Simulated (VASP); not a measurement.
A run of VASP 6.6.1:

File INCAR:

```
PREC     = Accurate       # precision mode
ENCUT    = 520            # plane-wave cutoff, eV
EDIFF    = 1E-7           # SCF threshold, eV
ISMEAR   = -1             # smearing method
SIGMA    = 0.1            # smearing width, eV
LREAL    = F              # projectors in reciprocal space
LASPH    = T              # aspherical terms in the spheres
NELM     = 100            # most SCF steps
ALGO     = Normal         # electronic algorithm
ISIF     = 2              # what is computed and relaxed
LWAVE    = F              # write WAVECAR
LCHARG   = T              # write CHGCAR
GGA      = B5             # functional
ALDAX    = 1.0          
AGGAX    = 1.0          
AGGAC    = 1.0          
ALDAC    = 0.0          
LELF     = T              # ELF
LVHAR    = T            
NBANDS   = 22             # bands
```

The input KPOINTS:

```
Automatic mesh
0
Gamma
  15 15 8
```

Contents of POSCAR:

```
Rh
1.0
    2.7769508556      0.0000000000      0.0000000000
   -1.3884754278      2.4049099860      0.0000000000
    0.0000000000      0.0000000000      4.4662889118
Rh
2
Direct
    0.3333333333      0.6666666667      0.2500000000
    0.6666666667      0.3333333333      0.7500000000
```

Potentials or basis: VASP PAW PBE potentials, release 64 (Rh_pv).

The run is started by

```bash
$ cat potpaw_PBE.64/Rh_pv/POTCAR > POTCAR
$ mpirun -np 1 vasp_std > vasp.out
```

Hardware: 1 thread of Intel(R) Xeon(R) Platinum 8375C CPU @ 2.90GHz (Ice Lake), with other jobs on the host.

Estimate the wall time of this run.

Run time: 43 s on 1 thread of Intel(R) Xeon(R) Platinum 8375C CPU @ 2.90GHz (Ice Lake) (shared host), peak memory 0.2 GiB. Counts: scf iterations 12, k points 135.
